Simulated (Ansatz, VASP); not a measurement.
**LiH: VASP beside Ansatz**

```xyz
2
Lattice="0.0000 2.2309 2.2309 2.2309 0.0000 2.2309 2.2309 2.2309 0.0000" Properties=species:S:1:pos:R:3 pbc="T T T"
Li    0.0000    0.0000    0.0000
H     1.1155    1.1155    1.1155
```

Change from the starting cell: hydrostatic strain +4.0%.

Alike in both runs: task single point; functional PBE; k mesh 10 × 10 × 10; occupations fermi-dirac, width 0.02 eV; no spin polarisation.

```csv
,VASP,Ansatz
version,VASP 6.6.1,Ansatz 0.2.0
potentials or method,"VASP PAW PBE potentials, release 64 (Li_sv, H)","plane waves, PAW"
plane-wave cutoff (eV),520,420
valence electrons in the cell,4,4
```

```tsv
	VASP	Ansatz	Ansatz less VASP
gap on the k mesh at the Fermi level (eV)	4.07	4.07	-0.006
```

With one functional, cell and mesh, what is left measures potentials, basis and numerics.

Noted on VASP's run: the cutoff is short for stress, so the pressure is rough.
